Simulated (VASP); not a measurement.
# HfHBr3 (Pm-3m) in VASP: single point with PBE

Aim: the single point of HfHBr3 with PBE.

Program: VASP 6.6.1. These are calculated values, not measurements. Logs are shortened: lines on timing, memory, paths and dates and some standing lists are left out, and cuts for length are marked.

### 1 The cell of the first run

It takes space group Pm-3m (No. 221, cubic). Conventional cell: a = 5.088 Å, b = 5.088 Å, c = 5.088 Å, α = 90.00°, β = 90.00°, γ = 90.00°. Hf (site symmetry m-3m) has 12 Br at 3.60 Å and 8 H at 4.41 Å within 4.7 Å. Within 3.4 Å of H (site symmetry m-3m) lie 6 Br at 2.54 Å. Within 3.4 Å of Br (site symmetry 4/mmm) lie 2 H at 2.54 Å.

### 2 Single point, PBE

Contents of INCAR:

```
PREC = Accurate
ENCUT = 520
EDIFF = 1E-6
ISMEAR = 0
SIGMA = 0.1
LREAL = F
LASPH = T
NELM = 100
ALGO = Normal
ISIF = 2
LWAVE = F
LCHARG = F
GGA = PE
NBANDS = 24
```

Contents of KPOINTS:

```
regular mesh
0
Gamma
  4 4 4
```

Contents of POSCAR:

```
HfHBr3
1.0
    5.0879838000      0.0000000000      0.0000000000
    0.0000000000      5.0879838000      0.0000000000
    0.0000000000      0.0000000000      5.0879838000
Hf H Br
1 1 3
Direct
    0.0000000000      0.0000000000      0.0000000000
    0.5000000000      0.5000000000      0.5000000000
    0.5000000000      0.5000000000      0.0000000000
    0.5000000000      0.0000000000      0.5000000000
    0.0000000000      0.5000000000      0.5000000000
```

Potentials or basis: VASP PAW PBE potentials, release 64 (Hf_pv, H, Br).

On the command line:

```bash
$ cat potpaw_PBE.64/Hf_pv/POTCAR potpaw_PBE.64/H/POTCAR potpaw_PBE.64/Br/POTCAR > POTCAR
$ mpirun -np 1 vasp_std > vasp.out
```

OUTCAR:

```text
PREC = Accurate
   ENCUT = 520
   EDIFF = 1E-6
   ISMEAR = 0
   LREAL = F
   LASPH = T
   NELM = 100
   ISIF = 2
   GGA = PE

 ion  position               nearest neighbor table
   1  0.000  0.000  0.000-
   2  0.500  0.500  0.500-
   3  0.500  0.500  0.000-
   4  0.500  0.000  0.500-
   5  0.000  0.500  0.500-

  LATTYP: Found a simple cubic cell.
 ALAT       =     5.0879838000

  Lattice vectors:

 A1 = (   5.0879838000,   0.0000000000,   0.0000000000)
 A2 = (   0.0000000000,   5.0879838000,   0.0000000000)
 A3 = (   0.0000000000,   0.0000000000,   5.0879838000)

Analysis of symmetry for initial positions (statically):
=====================================================================
 Subroutine PRICEL returns:
 Original cell was already a primitive cell.

 Routine SETGRP: Setting up the symmetry group for a
 simple cubic supercell.

 Subroutine GETGRP returns: Found 48 space group operations
[... 9 lines left out ...]

 Routine SETGRP: Setting up the symmetry group for a
 simple cubic supercell.

 Subroutine GETGRP returns: Found 48 space group operations
[... 11 lines left out ...]
                                     Primitive cell

  volume of cell :     131.7156

  direct lattice vectors                    reciprocal lattice vectors
     5.087983800  0.000000000  0.000000000     0.196541506  0.000000000  0.000000000
     0.000000000  5.087983800  0.000000000     0.000000000  0.196541506  0.000000000
     0.000000000  0.000000000  5.087983800     0.000000000  0.000000000  0.196541506

  length of vectors
     5.087983800  5.087983800  5.087983800     0.196541506  0.196541506  0.196541506

  position of ions in fractional coordinates (direct lattice)
     0.000000000  0.000000000  0.000000000
     0.500000000  0.500000000  0.500000000
     0.500000000  0.500000000  0.000000000
     0.500000000  0.000000000  0.500000000
     0.000000000  0.500000000  0.500000000

  ion indices of the primitive-cell ions
   primitive index   ion index
                 1           1
                 2           2
                 3           3
                 4           4
                 5           5

----------------------------------------------------------------------------------------

 KPOINTS: regular mesh

[... 46 lines left out ...]
   ISPIN  =      1    spin polarized calculation?
   LNONCOLLINEAR =      F non collinear calculations
   LSORBIT =      F    spin-orbit coupling
   LASPH  =      T    aspherical Exc in radial PAW
   ENCUT  =  520.0 eV  38.22 Ry    6.18 a.u.   9.46  9.46  9.46*2*pi/ulx,y,z
   NELM   =    100;   NELMIN=  2; NELMDL= -5     # of ELM steps
   EDIFF  = 0.1E-05   stopping-criterion for ELM
   LREAL  =      F    real-space projection
   EDIFFG = 0.1E-04   stopping-criterion for IOM
   NSW    =      0    number of steps for IOM
   IBRION =     -1    ionic relax: 0-MD 1-quasi-New 2-CG
   NFREE  =      0    steps in history (QN), initial steepest desc. (CG)
   ISIF   =      2    stress and relaxation
   ISYM   =      2    0-nonsym 1-usesym 2-fastsym
   POTIM  = 0.5000    time-step for ionic-motion
   TEBEG  =    0.0;   TEEND  =   0.0 temperature during run
   PSTRESS=    0.0 pullay stress
   NELECT =      32.0000    total number of electrons
   NUPDOWN=      -1.0000    fix difference up-down
   EMIN   =  10.00;   EMAX   =-10.00  energy-range for DOS
   EFERMI =   0.00;   METHOD = LEGACY
   ISMEAR =     0;   SIGMA  =   0.10  broadening in eV -4-tet -1-fermi 0-gaus
   EFERMI_NEDOS =   21; number of points for ismear=-14 and -15
   IALGO  =     38    algorithm
   IMIX   =      4    mixing-type and parameters
     AMIX     =   0.40;   BMIX     =  1.00
     AMIX_MAG =   1.60;   BMIX_MAG =  1.00
  volume/ion in A,a.u.               =      26.34       177.77
  Fermi-wavevector in a.u.,A,eV,Ry     =   1.021517  1.930388 14.197650  1.043498
  Thomas-Fermi vector in A             =   2.155146
   LORBIT       =      0    0 simple, 1 ext, 2 COOP (PROOUT), +10 PAW based schemes
   GGA     = PE    functional components
   LHFCALC =     F    Hartree Fock is set to
   AEXX    =    0.0000 exact exchange contribution
   IVDW    =     0    specifies the selected vdW correction
   LEPSILON=     F    determine dielectric tensor
   LRPA    =     F    only Hartree local field effects (RPA)
 non-spin polarized calculation
 Gauss-broadening in eV      SIGMA  =   0.10
  energy-cutoff  :      520.00
  volume of cell :      131.72
 maximum number of plane-waves:      3575
 NGX is ok and might be reduce to    40
   NGX = 19   NGY = 19   NGZ = 19

 number of electron      32.0000006 magnetization

 Free energy of the ion-electron system (eV)
  ---------------------------------------------------
  ext. energy  EPLUGINS =         0.00000000
  ---------------------------------------------------
  free energy    TOTEN  =       -15.07834348 eV

  energy without entropy =      -15.04020414  energy(sigma->0) =      -15.05927381

 E-fermi :   2.2392     XC(G=0):  -8.8551

 val. band max:        2.2183915962   @ k =   0.0000   0.0000   0.0000
 cond. band min:       2.2435438507   @ k =   0.2500   0.0000   0.0000
 fundamental gap:      0.0251522545
 Fermi energy:         2.2391917096

 k-point     1 :       0.0000    0.0000    0.0000
  band No.  band energies     occupation
      1     -31.5601      2.00000
      2     -31.5601      2.00000
      3     -31.5601      2.00000
      4     -13.3113      2.00000
      5     -12.3481      2.00000
      6     -12.3481      2.00000
[... 259 lines left out ...]
     23       8.5864      0.00000
     24       8.5864      0.00000

------------------------ aborting loop because EDIFF is reached ----------------------------------------

  FORCE on cell =-STRESS in cart. coord.  units (eV):
  Direction    XX          YY          ZZ          XY          YZ          ZX
  --------------------------------------------------------------------------------------
  -------------------------------------------------------------------------------------
  Total       -6.9165050     -6.9165050     -6.9165050      0.0000000      0.0000000      0.0000000
  in kB      -84.1317878    -84.1317878    -84.1317878      0.0000000      0.0000000      0.0000000
  external PRESSURE =     -84.1317878 kB  Pullay stress =       0.0000000 kB

 VOLUME and BASIS-vectors are now :
 -----------------------------------------------------------------------------
  energy-cutoff  :      520.00
  volume of cell :      131.72
      direct lattice vectors                 reciprocal lattice vectors
     5.087983800  0.000000000  0.000000000     0.196541506  0.000000000  0.000000000
     0.000000000  5.087983800  0.000000000     0.000000000  0.196541506  0.000000000
     0.000000000  0.000000000  5.087983800     0.000000000  0.000000000  0.196541506

 POSITION                                       TOTAL-FORCE (eV/Angst)
 -----------------------------------------------------------------------------------
      0.00000      0.00000      0.00000         0.000000      0.000000      0.000000
      2.54399      2.54399      2.54399         0.000000      0.000000      0.000000
      2.54399      2.54399      0.00000         0.000000      0.000000      0.000000
      2.54399      0.00000      2.54399         0.000000      0.000000      0.000000
      0.00000      2.54399      2.54399         0.000000      0.000000      0.000000
 -----------------------------------------------------------------------------------
    total drift:                                0.000000     -0.000000     -0.000000

  FREE ENERGIE OF THE ION-ELECTRON SYSTEM (eV)
  ---------------------------------------------------
  free  energy   TOTEN  =       -15.0783434760 eV

  energy  without entropy=      -15.0402041357  energy(sigma->0) =      -15.05927381
```

OSZICAR:

```text
N       E                     dE             d eps       ncg     rms          rms(c)
DAV:   1     0.169302392938E+03    0.16930E+03   -0.13983E+04   496   0.114E+03
DAV:   2    -0.521764561580E+01   -0.17452E+03   -0.16328E+03   640   0.228E+02
DAV:   3    -0.200308969246E+02   -0.14813E+02   -0.14523E+02   608   0.588E+01
DAV:   4    -0.202403712048E+02   -0.20947E+00   -0.20936E+00   544   0.853E+00
DAV:   5    -0.202434552172E+02   -0.30840E-02   -0.30833E-02   632   0.935E-01    0.110E+01
DAV:   6    -0.159859562872E+02    0.42575E+01   -0.44918E+00   504   0.108E+01    0.101E+01
DAV:   7    -0.152653012127E+02    0.72066E+00   -0.91218E-01   488   0.402E+00    0.760E+00
DAV:   8    -0.153176972140E+02   -0.52396E-01   -0.81793E-01   504   0.450E+00    0.303E+00
DAV:   9    -0.150821053808E+02    0.23559E+00   -0.23439E-01   496   0.239E+00    0.927E-01
DAV:  10    -0.150793605793E+02    0.27448E-02   -0.29744E-02   480   0.711E-01    0.473E-01
DAV:  11    -0.150790651979E+02    0.29538E-03   -0.23449E-03   576   0.218E-01    0.290E-01
DAV:  12    -0.150784000419E+02    0.66516E-03   -0.12764E-03   496   0.170E-01    0.566E-02
DAV:  13    -0.150783660603E+02    0.33982E-04   -0.29792E-04   568   0.804E-02    0.297E-02
DAV:  14    -0.150783433292E+02    0.22731E-04   -0.36847E-05   528   0.309E-02    0.177E-02
DAV:  15    -0.150783434760E+02   -0.14679E-06   -0.31314E-06   568   0.839E-03
   1 F= -.15078343E+02 E0= -.15059274E+02  d E =-.381393E-01
```

stdout:

```text
POSCAR found type information on POSCAR HfH Br
 POSCAR found :  3 types and       5 ions
 scaLAPACK will be used
 LDA part: xc-table for (Slater+PW92), standard interpolation
 POSCAR, INCAR and KPOINTS ok, starting setup
 FFT: planning ... GRIDC
 FFT: planning ... GRID_SOFT
 FFT: planning ... GRID
 WAVECAR not read
 entering main loop
```

Wall time 22 s (1 thread of Intel Xeon 6975P-C (Granite Rapids), shared host); peak memory 0.25 GiB.

Results:

```yaml
Free_energy: -15.0783 eV
Pressure: -8.4 GPa
Band_gap_on_the_k_mesh: zero (band 16 reaches 2.50 eV, above the bottom of band 17 at 0.86 eV)
```

Levels at points of the mesh, in eV from the Fermi level:
```
           k point  band 13  band 14  band 15  band 16  band 17  band 18  band 19  band 20
(0.00, 0.00, 0.00)    -2.02    -1.59    -1.59    -1.59    -1.38    -0.37    -0.37    -0.02
(0.50, 0.00, 0.00)    -3.13    -1.94    -1.94     0.03     0.10     0.47     0.71     0.95
(0.50, 0.50, 0.00)    -2.90    -1.79    -1.41    -0.09     0.02     0.71     0.96     0.96
(0.50, 0.50, 0.50)    -1.59    -1.38    -1.38    -1.24     0.06     0.06     0.06     0.34
```

Caveat: spin-orbit coupling is left out, which moves the levels of the heavy elements.
